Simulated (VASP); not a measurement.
A run of VASP 6.6.1:

Contents of INCAR:

```
PREC = Accurate
ENCUT = 500
EDIFF = 1E-6
ISMEAR = 0
SIGMA = 0.15
LREAL = F
LASPH = T
NELM = 120
ALGO = Normal
ISIF = 2
LWAVE = F
LCHARG = F
GGA = PE
NBANDS = 18
GGA_COMPAT = F
```

File KPOINTS:

```
Automatic mesh
0
Gamma
  16 16 16
```

POSCAR

```
ZnAu
1.0
    3.1470000000      0.0000000000      0.0000000000
    0.0000000000      3.1470000000      0.0000000000
    0.0000000000      0.0000000000      3.1470000000
Zn Au
1 1
Direct
    0.4801398157      0.5000000000      0.5000000000
    0.0000000000      0.0000000000      0.0000000000
```

Potentials or basis: VASP PAW PBE potentials, release 64 (Zn, Au).

Run with:

```console
$ cat potpaw_PBE.64/Zn/POTCAR potpaw_PBE.64/Au/POTCAR > POTCAR
$ mpirun -np 1 vasp_std > vasp.out
```

Hardware: 1 thread of Intel Xeon 8259CL (shared host).

Question: How long does it take, and how much memory?

Answer: It took 110 s on 1 thread of Intel Xeon 8259CL (shared host), peak memory 0.33 GiB. Counts: scf iterations 12, k points 405.
